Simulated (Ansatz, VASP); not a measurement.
**Na3ZrB in VASP and in Ansatz**

```
Na Zr B
1.0
     4.17409    0.00000    0.00000
     0.00000    4.17409    0.00000
     0.00000    0.00000    4.19309
Na Zr B
3 1 1
Direct
  0.50000 0.50000 0.00000
  0.50000 0.00000 0.50000
  0.00000 0.50000 0.50000
  0.00000 0.00000 0.00000
  0.50000 0.50000 0.50000
```

Alike in both runs: task relaxation of cell and atoms; functional PBE; k mesh 4 × 4 × 4; occupations gaussian, width 0.1 eV; no spin polarisation.

```csv
,VASP,Ansatz
version,VASP 6.6.1,Ansatz 0.2.0
potentials or method,"VASP PAW PBE potentials, release 64 (Na_pv, Zr_sv, B), cutoff 600 eV","scalar-relativistic, plane waves, PAW"
valence electrons in the cell,36,42
```

```csv
,VASP,Ansatz,Ansatz less VASP
"gap on the k mesh at the Fermi level, each at its own relaxed structure (eV)",none,none,-
relaxed volume (Å³/atom),24.86,24.93,+0.070
relaxed cell length with the largest relative difference (Å),4.990,4.995,+0.0051
```

A gap of «none» marks a metal or a gap that the smearing closes. VASP's potentials hold 36 valence electrons a cell and Ansatz's 42, so a difference there can come from the potentials and not from the codes.

The k mesh is coarse, so the values compare programs but aren't converged. Noted on VASP's run: the volume moved by over 15 % at a fixed basis, so the end points are rough.
